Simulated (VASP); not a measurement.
Se: single point with PBEsol

Crystal: Se.

```
CELL_PARAMETERS angstrom
5.68100 3.27993 1.49109
-5.68100 3.27993 1.49109
0.00000 -6.55985 1.49109
ATOMIC_POSITIONS crystal
Se 0.28066 0.16251 0.91818
Se 0.91818 0.28066 0.16251
Se 0.16251 0.91818 0.28066
Se 0.71934 0.83749 0.08182
Se 0.08182 0.71934 0.83749
Se 0.83749 0.08182 0.71934
```

This cell differs from its parent crystal: zz strain of +1 %.

| Item | Value |
| --- | --- |
| Program | VASP 6.6.1 |
| Task | single point |
| Functional | PBEsol |
| Potentials or basis | VASP PAW PBE potentials, release 64 (Se) |
| Cutoff | 520 eV |
| k mesh | 6 × 6 × 6 |
| Occupations | fermi-dirac, width 0.01 eV |
| Spin | no spin polarisation |

| Property | Result |
| --- | --- |
| Pressure | 0.0 GPa |
| Largest force | 0.323 eV/Å |
| Band gap on the k mesh | 1.17 eV, indirect (least direct gap 1.42 eV) |

Forces on the atoms (eV/Å):
```
Se   0.141  0.257  0.137
Se  -0.293 -0.006  0.137
Se   0.152 -0.251  0.137
Se  -0.141 -0.257 -0.137
Se   0.293  0.006 -0.137
Se  -0.152  0.251 -0.137
```

Stress tensor (GPa, compression positive):
```
-0.08  0.00  0.00
 0.00 -0.08  0.00
 0.00  0.00  0.06
```

Levels at points of the mesh, in eV from the valence-band top:
| k point | band 16 | band 17 | band 18 | band 19 | band 20 | band 21 |
| --- | --- | --- | --- | --- | --- | --- |
| (0.00, 0.00, 0.00) | -0.76 | -0.66 | -0.66 | 1.75 | 1.75 | 2.56 |
| (0.50, 0.00, 0.00) | -0.88 | -0.34 | -0.33 | 1.69 | 1.85 | 2.59 |
| (0.50, 0.50, 0.00) | -1.15 | -0.89 | -0.33 | 1.44 | 1.70 | 2.24 |
| (0.50, 0.50, 0.50) | -1.26 | -1.26 | 0.00 | 1.42 | 1.42 | 1.85 |

Wall time 2.1 min on 1 thread of AMD EPYC 9R45 96-Core Processor (Zen 5), on a shared host, peak memory 0.36 GiB.

Caveat: the cell differs from its parent crystal (zz strain of +1 %); the PAW data sets were made with another functional, which shifts forces and pressure a little. A k mesh can miss the band edges.
